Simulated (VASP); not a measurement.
# BaTe (Fm-3m) in VASP: notebook

Runs on BaTe. Level: PBE. Tasks: electric field gradients.

All numbers are computed with VASP 6.6.1; they aren't measurements. Logs are shortened: lines on timing, memory, paths and dates and some standing lists are left out, and cuts for length are marked.

## Step 1: The cell of the first run

Symmetry: Fm-3m, No. 225, cubic system. The conventional cell has a = 6.820 Å, b = 6.820 Å, c = 6.820 Å, α = 90.00°, β = 90.00°, γ = 90.00°. Ba (site symmetry m-3m) has 6 Te at 3.41 Å within 4.5 Å. Te (site symmetry m-3m) has 6 Ba at 3.41 Å within 4.5 Å.

## Step 2: Electric field gradients, PBE

Contents of INCAR:

```
SYSTEM = BaTe
  PREC = Accurate
  ENCUT = 520
  EDIFF = 1E-8
  ISMEAR = -5
  SIGMA = 0.1
  LREAL = .False.
  LASPH = .True.
  NELM = 80
  ALGO = Normal
  ISIF = 2
  LWAVE = .False.
  LCHARG = .False.
  GGA = PE
  LEFG = .True.
  NBANDS = 15
```

Contents of KPOINTS:

```
Automatic mesh
0
Gamma
  7 7 7
  0 0 0
```

Contents of POSCAR:

```
BaTe
1.0
    0.0000000000      3.4100000000      3.4100000000
    3.4100000000      0.0000000000      3.4100000000
    3.4100000000      3.4100000000      0.0000000000
Ba Te
1 1
Direct
    0.0000000000      0.0000000000      0.0000000000
    0.5000000000      0.5000000000      0.5000000000
```

Potentials or basis: VASP PAW PBE potentials, release 64 (Ba_sv, Te).

Launch:

```bash
cat potpaw_PBE.64/Ba_sv/POTCAR potpaw_PBE.64/Te/POTCAR > POTCAR
mpirun -np 1 vasp_std > vasp.out
```

OUTCAR:

```text
SYSTEM = BaTe
   PREC = Accurate
   ENCUT = 520
   EDIFF = 1E-8
   ISMEAR = -5
   LREAL = .False.
   LASPH = .True.
   NELM = 80
   ISIF = 2
   GGA = PE

 ion  position               nearest neighbor table
   1  0.000  0.000  0.000-   2 3.41   2 3.41   2 3.41   2 3.41   2 3.41   2 3.41
   2  0.500  0.500  0.500-   1 3.41   1 3.41   1 3.41   1 3.41   1 3.41   1 3.41

  LATTYP: Found a face centered cubic cell.
 ALAT       =     6.8200000000

  Lattice vectors:

 A1 = (   0.0000000000,   3.4100000000,   3.4100000000)
 A2 = (   3.4100000000,   0.0000000000,   3.4100000000)
 A3 = (   3.4100000000,   3.4100000000,   0.0000000000)

Analysis of symmetry for initial positions (statically):
=====================================================================
 Subroutine PRICEL returns:
 Original cell was already a primitive cell.

 Routine SETGRP: Setting up the symmetry group for a
 face centered cubic supercell.

 Subroutine GETGRP returns: Found 48 space group operations
 (whereof 48 operations were pure point group operations)
 out of a pool of 48 trial point group operations.

The static configuration has the point symmetry O_h .

Analysis of symmetry for dynamics (positions and initial velocities):
=====================================================================
 Subroutine PRICEL returns:
 Original cell was already a primitive cell.

 Routine SETGRP: Setting up the symmetry group for a
 face centered cubic supercell.

 Subroutine GETGRP returns: Found 48 space group operations
 (whereof 48 operations were pure point group operations)
 out of a pool of 48 trial point group operations.

The dynamic configuration has the point symmetry O_h .

 Subroutine INISYM returns: Found 48 space group operations
 (whereof 48 operations are pure point group operations),
 and found     1 'primitive' translations

----------------------------------------------------------------------------------------

                                     Primitive cell

  volume of cell :      79.3036

  direct lattice vectors                    reciprocal lattice vectors
     0.000000000  3.410000000  3.410000000    -0.146627566  0.146627566  0.146627566
     3.410000000  0.000000000  3.410000000     0.146627566 -0.146627566  0.146627566
     3.410000000  3.410000000  0.000000000     0.146627566  0.146627566 -0.146627566

  length of vectors
     4.822468248  4.822468248  4.822468248     0.253966394  0.253966394  0.253966394

  position of ions in fractional coordinates (direct lattice)
     0.000000000  0.000000000  0.000000000
     0.500000000  0.500000000  0.500000000

  ion indices of the primitive-cell ions
   primitive index   ion index
                 1           1
                 2           2

----------------------------------------------------------------------------------------

 KPOINTS: Automatic mesh

Automatic generation of k-mesh.
 Grid dimensions read from file:
 generate k-points for:    7    7    7

 Generating k-lattice:

  Cartesian coordinates                     Fractional coordinates (reciprocal lattice)
    -0.020946795  0.020946795  0.020946795     0.142857143  0.000000000  0.000000000
     0.020946795 -0.020946795  0.020946795     0.000000000  0.142857143  0.000000000
     0.020946795  0.020946795 -0.020946795     0.000000000  0.000000000  0.142857143

  Length of vectors
     0.036280913  0.036280913  0.036280913

  Shift w.r.t. Gamma in fractional coordinates (k-lattice)
     0.000000000  0.000000000  0.000000000

 TETIRR: Found     58 inequivalent tetrahedra from     2058

 Subroutine IBZKPT returns following result:
 ===========================================

 Found     20 irreducible k-points:

[... 28 lines left out ...]
   NGX,Y,Z   is equivalent  to a cutoff of  12.41, 12.41, 12.41 a.u.
   NGXF,Y,Z  is equivalent  to a cutoff of  24.82, 24.82, 24.82 a.u.
 SYSTEM =  BaTe
   PREC   = accura    normal or accurate (medium, high low for compatibility)
   ISTART =      0    job   : 0-new  1-cont  2-samecut
   ICHARG =      2    charge: 1-file 2-atom 10-const
   ISPIN  =      1    spin polarized calculation?
   LNONCOLLINEAR =      F non collinear calculations
   LSORBIT =      F    spin-orbit coupling
   LASPH  =      T    aspherical Exc in radial PAW
   ENCUT  =  520.0 eV  38.22 Ry    6.18 a.u.   8.97  8.97  8.97*2*pi/ulx,y,z
   NELM   =     80;   NELMIN=  2; NELMDL= -5     # of ELM steps
   EDIFF  = 0.1E-07   stopping-criterion for ELM
   LREAL  =      F    real-space projection
   EDIFFG = 0.1E-06   stopping-criterion for IOM
   NSW    =      0    number of steps for IOM
   IBRION =     -1    ionic relax: 0-MD 1-quasi-New 2-CG
   NFREE  =      0    steps in history (QN), initial steepest desc. (CG)
   ISIF   =      2    stress and relaxation
   ISYM   =      2    0-nonsym 1-usesym 2-fastsym
   POTIM  = 0.5000    time-step for ionic-motion
   TEBEG  =    0.0;   TEEND  =   0.0 temperature during run
   PSTRESS=    0.0 pullay stress
   NELECT =      16.0000    total number of electrons
   NUPDOWN=      -1.0000    fix difference up-down
   EMIN   =  10.00;   EMAX   =-10.00  energy-range for DOS
   EFERMI =   0.00;   METHOD = LEGACY
   ISMEAR =    -5;   SIGMA  =   0.10  broadening in eV -4-tet -1-fermi 0-gaus
   EFERMI_NEDOS =   21; number of points for ismear=-14 and -15
   IALGO  =     38    algorithm
   IMIX   =      4    mixing-type and parameters
     AMIX     =   0.40;   BMIX     =  1.00
     AMIX_MAG =   1.60;   BMIX_MAG =  1.00
  volume/ion in A,a.u.               =      39.65       267.58
  Fermi-wavevector in a.u.,A,eV,Ry     =   0.960175  1.814468 12.543704  0.921936
  Thomas-Fermi vector in A             =   2.089436
   LORBIT       =      0    0 simple, 1 ext, 2 COOP (PROOUT), +10 PAW based schemes
   GGA     = PE    functional components
   LHFCALC =     F    Hartree Fock is set to
   AEXX    =    0.0000 exact exchange contribution
   IVDW    =     0    specifies the selected vdW correction
   LEPSILON=     F    determine dielectric tensor
   LRPA    =     F    only Hartree local field effects (RPA)
 non-spin polarized calculation
 Fermi weights with tetrahedron method with Bloechl corrections
  energy-cutoff  :      520.00
  volume of cell :       79.30
 maximum number of plane-waves:      2145
   NGX = 17   NGY = 17   NGZ = 17

 number of electron      16.0000000 magnetization

 Free energy of the ion-electron system (eV)
  ---------------------------------------------------
  ext. energy  EPLUGINS =         0.00000000
  ---------------------------------------------------
  free energy    TOTEN  =        -8.51265443 eV

  energy without entropy =       -8.51265443  energy(sigma->0) =       -8.51265443

 E-fermi :   2.9050     XC(G=0):  -8.5642

 val. band max:        2.7958629017   @ k =   0.0000   0.0000   0.0000
 cond. band min:       4.1760443498   @ k =   0.4286   0.4286   0.0000
 fundamental gap:      1.3801814481
 Fermi energy:         2.9049795244

 k-point     1 :       0.0000    0.0000    0.0000
  band No.  band energies     occupation
      1     -24.0336      2.00000
      2      -9.2066      2.00000
      3      -9.2066      2.00000
      4      -9.2066      2.00000
      5      -6.9310      2.00000
      6       2.7959      2.00000
      7       2.7959      2.00000
      8       2.7959      2.00000
      9       5.6586      0.00000
     10       5.6586      0.00000
     11       5.6586      0.00000
     12       6.0236      0.00000
     13       6.3623      0.00000
     14       6.3623      0.00000
[... 329 lines left out ...]
      2      -9.5064      2.00000
      3      -9.4210      2.00000
      4      -9.3226      2.00000
      5      -6.3764      2.00000
      6       1.2792      2.00000
      7       1.7579      2.00000
      8       1.8234      2.00000
      9       5.9366      0.00000
     10       6.8399      0.00000
     11       8.0462      0.00000
     12       8.3965      0.00000
     13       8.6230      0.00000
     14      10.6604      0.00000
     15      11.3538      0.00000

------------------------ aborting loop because EDIFF is reached ----------------------------------------

  FORCE on cell =-STRESS in cart. coord.  units (eV):
  Direction    XX          YY          ZZ          XY          YZ          ZX
  --------------------------------------------------------------------------------------
  -------------------------------------------------------------------------------------
  Total        2.1014699      2.1014699      2.1014699      0.0000000      0.0000000     -0.0000000
  in kB       42.4561511     42.4561511     42.4561511      0.0000000      0.0000000     -0.0000000
  external PRESSURE =      42.4561511 kB  Pullay stress =       0.0000000 kB

 VOLUME and BASIS-vectors are now :
 -----------------------------------------------------------------------------
  energy-cutoff  :      520.00
  volume of cell :       79.30
      direct lattice vectors                 reciprocal lattice vectors
     0.000000000  3.410000000  3.410000000    -0.146627566  0.146627566  0.146627566
     3.410000000  0.000000000  3.410000000     0.146627566 -0.146627566  0.146627566
     3.410000000  3.410000000  0.000000000     0.146627566  0.146627566 -0.146627566

 POSITION                                       TOTAL-FORCE (eV/Angst)
 -----------------------------------------------------------------------------------
      0.00000      0.00000      0.00000        -0.000000      0.000000     -0.000000
      3.41000      3.41000      3.41000         0.000000     -0.000000      0.000000
 -----------------------------------------------------------------------------------
    total drift:                                0.000000      0.000000      0.000000

  FREE ENERGIE OF THE ION-ELECTRON SYSTEM (eV)
  ---------------------------------------------------
  free  energy   TOTEN  =        -8.5126544279 eV

  energy  without entropy=       -8.5126544279  energy(sigma->0) =       -8.51265443

 Electric field gradients (V/A^2)
---------------------------------------------------------------------
 ion       V_xx      V_yy      V_zz      V_xy      V_xz      V_yz
---------------------------------------------------------------------
   1      -0.000     0.000     0.000    -0.000    -0.000    -0.000
   2      -0.000     0.000    -0.000     0.000     0.000     0.000
---------------------------------------------------------------------

 Electric field gradients after diagonalization (V/A^2)
 (convention: |V_zz| > |V_xx| > |V_yy|)
----------------------------------------------------------------------
 ion       V_xx      V_yy      V_zz     asymmetry (V_yy - V_xx)/ V_zz
----------------------------------------------------------------------
   1       0.000     0.000    -0.000       0.000
   2      -0.000    -0.000     0.000       0.000
----------------------------------------------------------------------

           NMR quadrupolar parameters

 Cq : quadrupolar parameter    Cq=e*Q*V_zz/h
 eta: asymmetry parameters     (V_yy - V_xx)/ V_zz
 Q  : nuclear electric quadrupole moment in mb (millibarn)
----------------------------------------------------------------------
 ion       Cq(MHz)       eta       Q (mb)
----------------------------------------------------------------------
   1      -0.000       0.000       1.000
   2       0.000       0.000       1.000
----------------------------------------------------------------------
```

It took 47 s on 1 thread of Intel Xeon Platinum 8375C at 2.90GHz (Ice Lake), shared host; peak memory 0.21 GiB.

Results:

```yaml
Free_energy: -8.5127 eV
Pressure: 4.2 GPa
Band_gap_on_the_k_mesh: 1.38 eV (least direct gap 1.76 eV)
Largest_electric_field_gradient_by_atom: under 0.05 V/Å² on every atom
```

Levels at points of the mesh, in eV from the valence-band top:
```
           k point  band 4  band 5  band 6  band 7  band 8  band 9  band 10  band 11  band 12  band 13
(0.00, 0.00, 0.00)  -12.00   -9.73    0.00    0.00    0.00    2.86     2.86     2.86     3.23     3.57
```

Caveat: the cell stands under pressure; spin-orbit coupling is left out, which moves the levels of the heavy elements; an odd mesh through Γ misses points on the zone boundary, where band edges can lie.

## Step 3: Electric field gradients, PBE

Contents of INCAR:

```
SYSTEM = BaTe
  PREC = Accurate
  ENCUT = 520
  EDIFF = 1E-8
  ISMEAR = -4
  SIGMA = 0.1
  LREAL = .FALSE.
  LASPH = .TRUE.
  NELM = 60
  ALGO = Normal
  ISIF = 2
  LWAVE = .FALSE.
  LCHARG = .FALSE.
  GGA = PE
  LEFG = .TRUE.
  ISYM = 0
  NBANDS = 15
```

Contents of KPOINTS:

```
Automatic mesh
0
Gamma
  7 7 7
  0.5 0.5 0.5
```

POSCAR is that of step 2.

Potentials or basis: VASP PAW PBE potentials, release 64 (Ba_sv, Te).

Launch:

```bash
cat potpaw_PBE.64/Ba_sv/POTCAR potpaw_PBE.64/Te/POTCAR > POTCAR
mpirun -np 1 vasp_std > vasp.out
```

OUTCAR:

```text
SYSTEM = BaTe
   PREC = Accurate
   ENCUT = 520
   EDIFF = 1E-8
   ISMEAR = -4
   LREAL = .FALSE.
   LASPH = .TRUE.
   NELM = 60
   ISIF = 2
   GGA = PE
   ISYM = 0

 ion  position               nearest neighbor table
   1  0.000  0.000  0.000-   2 3.41   2 3.41   2 3.41   2 3.41   2 3.41   2 3.41
   2  0.500  0.500  0.500-   1 3.41   1 3.41   1 3.41   1 3.41   1 3.41   1 3.41

IMPORTANT INFORMATION: All symmetrisations will be switched off!
NOSYMM: (Re-)initialisation of all symmetry stuff for point group C_1.

----------------------------------------------------------------------------------------

[... 612 lines left out ...]

  energy  without entropy=       -8.5129177135  energy(sigma->0) =       -8.51291771

 Electric field gradients (V/A^2)
---------------------------------------------------------------------
 ion       V_xx      V_yy      V_zz      V_xy      V_xz      V_yz
---------------------------------------------------------------------
   1       0.000     0.000    -0.000    -0.000    -0.000    -0.000
   2       0.000    -0.000    -0.000     0.000     0.000     0.000
---------------------------------------------------------------------

 Electric field gradients after diagonalization (V/A^2)
 (convention: |V_zz| > |V_xx| > |V_yy|)
----------------------------------------------------------------------
 ion       V_xx      V_yy      V_zz     asymmetry (V_yy - V_xx)/ V_zz
----------------------------------------------------------------------
   1       0.000     0.000    -0.000       0.054
   2      -0.000    -0.000     0.000       0.003
----------------------------------------------------------------------

           NMR quadrupolar parameters

 Cq : quadrupolar parameter    Cq=e*Q*V_zz/h
 eta: asymmetry parameters     (V_yy - V_xx)/ V_zz
 Q  : nuclear electric quadrupole moment in mb (millibarn)
----------------------------------------------------------------------
 ion       Cq(MHz)       eta       Q (mb)
----------------------------------------------------------------------
   1      -0.000       0.054       1.000
   2       0.000       0.003       1.000
----------------------------------------------------------------------
```

OSZICAR:

```text
N       E                     dE             d eps       ncg     rms          rms(c)
DAV:   1     0.834994320902E+02    0.83499E+02   -0.63662E+03 20640   0.900E+02
DAV:   2    -0.362767805808E+01   -0.87127E+02   -0.79789E+02 28256   0.158E+02
DAV:   3    -0.848861885969E+01   -0.48609E+01   -0.48288E+01 28236   0.396E+01
DAV:   4    -0.859790076267E+01   -0.10928E+00   -0.10925E+00 27144   0.609E+00
DAV:   5    -0.860056228471E+01   -0.26615E-02   -0.26615E-02 29785   0.772E-01    0.418E+00
DAV:   6    -0.850676008590E+01    0.93802E-01   -0.10492E-01 25400   0.168E+00    0.274E+00
DAV:   7    -0.850819140294E+01   -0.14313E-02   -0.98996E-02 26254   0.183E+00    0.793E-01
DAV:   8    -0.851232401130E+01   -0.41326E-02   -0.11811E-02 23370   0.723E-01    0.206E-01
DAV:   9    -0.851272121752E+01   -0.39721E-03   -0.54907E-04 28991   0.168E-01    0.551E-02
DAV:  10    -0.851289460442E+01   -0.17339E-03   -0.16800E-04 24966   0.910E-02    0.182E-02
DAV:  11    -0.851291953061E+01   -0.24926E-04   -0.50892E-05 27962   0.423E-02    0.194E-02
DAV:  12    -0.851291721076E+01    0.23198E-05   -0.81624E-06 26107   0.177E-02    0.801E-03
DAV:  13    -0.851291754152E+01   -0.33076E-06   -0.41888E-07 26310   0.409E-03    0.231E-03
DAV:  14    -0.851291757935E+01   -0.37827E-07   -0.17963E-08 28097   0.793E-04    0.188E-03
DAV:  15    -0.851291774316E+01   -0.16381E-06   -0.19327E-08 25883   0.740E-04    0.421E-04
DAV:  16    -0.851291772906E+01    0.14094E-07   -0.15646E-09 14583   0.237E-04    0.272E-04
DAV:  17    -0.851291771705E+01    0.12010E-07   -0.19155E-10 15381   0.957E-05    0.104E-04
DAV:  18    -0.851291771354E+01    0.35113E-08   -0.25734E-10 14093   0.812E-05
   1 F= -.85129177E+01 E0= -.85129177E+01  d E =0.000000E+00
```

It took 21 min on 1 thread of Intel Xeon Platinum 8375C at 2.90GHz (Ice Lake), shared host; peak memory 0.93 GiB.

What came out:

```
Free energy                             : -8.5129 eV
Pressure                                : 4.2 GPa
Band gap on the k mesh                  : 1.57 eV (least direct gap 1.91 eV)
Largest electric field gradient by atom : under 0.05 V/Å² on every atom
```

Levels at points of the mesh, in eV from the valence-band top:
| k point | band 6 | band 7 | band 8 | band 9 | band 10 | band 11 |
| --- | --- | --- | --- | --- | --- | --- |
| (0.50, 0.50, 0.50) | -2.36 | -1.20 | -1.20 | 4.40 | 5.04 | 5.15 |
| (0.50, 0.00, 0.00) | -2.36 | -1.20 | -1.20 | 4.40 | 5.04 | 5.15 |
| (0.00, 0.00, 0.50) | -2.36 | -1.20 | -1.20 | 4.40 | 5.04 | 5.15 |
| (0.00, 0.50, 0.00) | -2.36 | -1.20 | -1.20 | 4.40 | 5.04 | 5.15 |

Caveat: the cell stands under pressure; spin-orbit coupling is left out, which moves the levels of the heavy elements; a shifted mesh leaves out Γ, where band edges can lie.
